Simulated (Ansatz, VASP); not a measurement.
Pb in VASP and in Ansatz

```
Pb
1.0
     0.00000    2.52121    2.52121
     2.52121    0.00000    2.52121
     2.52121    2.52121    0.00000
Pb
1
Direct
  0.00000 0.00000 0.00000
```

Alike in both runs: task single point; functional PBE; k mesh 8 × 8 × 8; occupations gaussian, width 0.05 eV; no spin polarisation.

|  | VASP | Ansatz |
| --- | --- | --- |
| version | VASP 6.6.1 | Ansatz 0.2.0 |
| potentials or method | VASP PAW PBE potentials, release 64 (Pb_d), cutoff 500 eV | scalar-relativistic, plane waves, PAW |
| valence electrons in the cell | 14 | 14 |

|  | VASP | Ansatz | Ansatz less VASP |
| --- | --- | --- | --- |
| gap on the k mesh at the Fermi level (eV) | none | none | - |
| pressure (GPa) | 0.0 | 0.0 | +0.05 |

A gap of «none» marks a metal or a gap that the smearing closes.

Neither program's run includes spin-orbit coupling.
